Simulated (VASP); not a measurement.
Crystal: Si2Mo.

```xyz
3
Lattice="-1.6000 1.6000 3.9305 1.6000 -1.6000 3.9305 1.6000 1.6000 -3.9305" Properties=species:S:1:pos:R:3 pbc="T T T"
Si    0.0000    0.0000    2.6177
Si    0.0000    0.0000    5.2433
Mo    0.0000    0.0000    0.0000
```

| Item | Value |
| --- | --- |
| Program | VASP 6.6.1 |
| Task | relaxation of cell and atoms |
| Functional | PBE |
| Potentials or basis | VASP PAW PBE potentials, release 64 (Si, Mo_sv) |
| Cutoff | 600 eV |
| k mesh | 18 × 18 × 18 |
| Occupations | gaussian, width 0.1 eV |
| Spin | no spin polarisation |

At the start: pressure 2.4 GPa; volume 13.42 Å³/atom.

Task: Where does the relaxation end?

Result: Over 6 steps the energy falls by 2.9 meV/atom and the volume is 13.59 Å³/atom (+1.3 %); space group I4/mmm (No. 139, to 0.1 Å) before and after.

The path:
```csv
step,energy change (eV),largest force (eV/Å),pressure (GPa),volume (Å³)
1,0.0000,0.2793,2.36,40.25
2,-0.0018,0.0864,-3.20,41.41
3,-0.0068,0.1728,-0.71,40.87
4,-0.0085,0.0165,0.15,40.74
5,-0.0086,0.0144,0.01,40.76
6,-0.0086,0.0037,0.00,40.76
```

Final structure:
```xyz
3
Lattice="-1.6086 1.6086 3.9379 1.6086 -1.6086 3.9379 1.6086 1.6086 -3.9379" Properties=species:S:1:pos:R:3 pbc="T T T"
Si    0.0000    0.0000    2.6392
Si    1.6086    1.6086    1.2987
Mo    0.0000    0.0000    0.0000
```
